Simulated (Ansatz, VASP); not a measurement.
## One calculation of Sb, two programs

```
Sb
1.0
     2.15420    1.24373    3.75800
    -2.15420    1.24373    3.75800
     0.00000   -2.48746    3.75800
Sb
2
Direct
  0.76651 0.76651 0.76651
  0.23349 0.23349 0.23349
```

Alike in both runs: task single point; functional PBE; k mesh 8 × 8 × 8; occupations gaussian, width 0.03 eV; no spin polarisation.

```csv
,VASP,Ansatz
version,VASP 6.6.1,Ansatz 0.2.0
potentials or method,"VASP PAW PBE potentials, release 64 (Sb), cutoff 520 eV","all-electron LAPW, scalar-relativistic"
```

```tsv
	VASP	Ansatz	Ansatz less VASP
gap on the k mesh at the Fermi level (eV)	none	none	-
pressure (GPa)	2.8	2.7	-0.07
traceless stress, the component that is largest in VASP (GPa)	-0.49	-0.47	+0.025
rms of the force components (eV/Å)	0.107	0.083	-0.0245
```

Atom by atom the forces differ by 0.025 eV/Å (rms over components). A gap of «none» marks a metal or a gap that the smearing closes. Ansatz ran all-electron here, and VASP with PAW potentials.

Neither program's run includes spin-orbit coupling.
